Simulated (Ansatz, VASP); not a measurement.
One calculation of AlN, two programs

```
Al N
1.0
     3.16119    0.00000    0.00000
    -1.58059    2.73767    0.00000
     0.00000    0.00000    5.06761
Al N
2 2
Direct
  0.33333 0.66667 0.99673
  0.66667 0.33333 0.49673
  0.33333 0.66667 0.37827
  0.66667 0.33333 0.87827
```

Alike in both runs: task single point; functional PBE; k mesh 9 × 9 × 4; no spin polarisation.

|  | VASP | Ansatz |
| --- | --- | --- |
| version | VASP 6.6.1 | Ansatz 0.2.0 |
| potentials or method | VASP PAW PBE potentials, release 64 (Al, N) | plane waves, PAW |
| plane-wave cutoff (eV) | 520 | 420 |
| occupations | gaussian, width 0.01 eV | fixed |
| valence electrons in the cell | 16 | 16 |

Ansatz gave:

* gap on the k mesh at the Fermi level (eV): 3.78
* pressure (GPa): -5.4
* traceless stress, the component that is largest in VASP (GPa): 0.24
* rms of the force components (eV/Å): 0.006

Q: What did VASP give for the same quantities?

A: gap on the k mesh at the Fermi level (eV): 3.79; pressure (GPa): -5.6; traceless stress, the component that is largest in VASP (GPa): 0.28; rms of the force components (eV/Å): 0.006.

Atom by atom the forces differ by 0.000 eV/Å (rms over components).
